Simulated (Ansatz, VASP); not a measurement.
## Two plane-wave programs on Co

INCAR

```
PREC = Accurate
ENCUT = 520
EDIFF = 1E-6
ISMEAR = -1
SIGMA = 0.05
LREAL = False
LASPH = True
NELM = 150
ALGO = Normal
ISIF = 2
LWAVE = False
LCHARG = False
ISPIN = 2
MAGMOM = 0.68 -2.21 1.27 0.83 -2.37 1.06
LORBIT = 11
LMAXMIX = 4
LDIPOL = True
IDIPOL = 3
DIPOL = 0.5 0.5 0.500
GGA = PE
NBANDS = 40
```

File KPOINTS:

```
Automatic mesh
0
Gamma
  12 12 1
```

POSCAR

```
Co
1.0
    2.5395032940      0.0000000000      0.0000000000
   -1.2697516470      2.1992743656      0.0000000000
    0.0000000000      0.0000000000     25.3674787838
Co
6
Direct
    0.6666666667      0.3333333333      0.2956541351
    0.3333333333      0.6666666667      0.3773924811
    0.0000000000      0.0000000000      0.4591308270
    0.6666666667      0.3333333333      0.5408691730
    0.3333333333      0.6666666667      0.6226075189
    0.0000000000      0.0000000000      0.7043458649
```

The input input.yaml:

```yaml
crystal:
  lattice:
    - [2.539503294, 0.0, 0.0]
    - [-1.269751647, 2.1992743656, 0.0]
    - [0.0, 0.0, 25.3674787838]
  atoms:
    - { symbol: Co, position: [0.6666666667, 0.3333333333, 0.2956541351], spin: 0.68 }
    - { symbol: Co, position: [0.3333333333, 0.6666666667, 0.3773924811], spin: -2.21 }
    - { symbol: Co, position: [0.0, 0.0, 0.459130827], spin: 1.27 }
    - { symbol: Co, position: [0.6666666667, 0.3333333333, 0.540869173], spin: 0.83 }
    - { symbol: Co, position: [0.3333333333, 0.6666666667, 0.6226075189], spin: -2.37 }
    - { symbol: Co, position: [0.0, 0.0, 0.7043458649], spin: 1.06 }
hamiltonian:
  xc: pbe
  pseudopotentials: { kind: paw }
magnetization:
  spin_polarized: true
kpoints:
  mp_grid: { grid: [12, 12, 1] }
scf:
  occupations: { method: fermi_dirac, width: 0.05 }
output:
  forces: true
  eigenvalues: true
efield:
  axis: 3
  dipole_correction: true
  ramp_width: 0.04
```

Alike in both runs: task single point; functional PBE; k mesh 12 × 12 × 1; occupations fermi-dirac, width 0.05 eV; collinear spin.

```csv
,VASP,Ansatz
version,VASP 6.6.1,Ansatz 0.2.0
potentials or method,"VASP PAW PBE potentials, release 64 (Co)",Ansatz PAW
plane-wave cutoff (eV),520,420
valence electrons in the cell,54,102
```

Ansatz gave:

```
gap on the k mesh at the Fermi level (eV)                     : none
rms of the force components (eV/Å)                            : 0.275
net moment per atom (μB)                                      : 1.74
size of the moment on the site where the two differ most (μB) : 1.79
```

Which values does VASP return?

gap on the k mesh at the Fermi level (eV): none; rms of the force components (eV/Å): 0.212; net moment per atom (μB): 0.23; size of the moment on the site where the two differ most (μB): 0.44.

The net moments are unlike, so the other rows may belong to different states. Site moments also hang on the region over which each program counts them. Atom by atom the forces differ by 0.151 eV/Å (rms over components). A gap of «none» marks a metal or a gap that the smearing closes. VASP's potentials hold 54 valence electrons a cell and Ansatz's 102, so a difference there can come from the potentials and not from the codes.
